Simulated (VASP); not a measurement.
Here is a VASP 6.6.1 calculation.

Contents of INCAR:

```
  PREC = Accurate
  ENCUT = 600
  EDIFF = 1E-6
  ISMEAR = 0
  SIGMA = 0.15
  LREAL = False
  LASPH = True
  NELM = 60
  ALGO = Normal
  ISIF = 3
  LWAVE = False
  LCHARG = False
  GGA = PS
  IVDW = 12
  IBRION = 2
  NSW = 80
  EDIFFG = -0.01
```

The input KPOINTS:

```
regular mesh
0
Gamma
  12 12 4
```

The input POSCAR:

```
C
1.0
    1.2280479700     -2.1270618200      0.0000000000
    1.2280479700      2.1270618200      0.0000000000
    0.0000000000      0.0000000000      7.1732677600
C
4
Direct
    0.0833794596      0.9166205404      0.7531375993
    0.5833794596      0.4166205404      0.2468624007
    0.9166205404      0.0833794596      0.2468624007
    0.4166205404      0.5833794596      0.7531375993
```

Potentials or basis: VASP PAW PBE potentials, release 64 (C).

Launch:

```bash
$ cat potpaw_PBE.64/C/POTCAR > POTCAR
$ mpirun -np 1 vasp_std > vasp.out
```

(1) Estimate the relaxed cell.

(2) What does it give for the relaxed volume?

(3) What does it give for the band gap on the k mesh?

(4) What does it give for the dispersion energy per atom?

Answers

(1) a = 2.459 Å, b = 2.459 Å, c = 6.572 Å, α = 90.00°, β = 90.00°, γ = 119.97°.

(2) 8.60 Å³/atom.

(3) zero (filled and empty bands touch).

(4) -0.113 eV.

Caveat: the PAW data sets were made with another functional, which shifts forces and pressure a little.
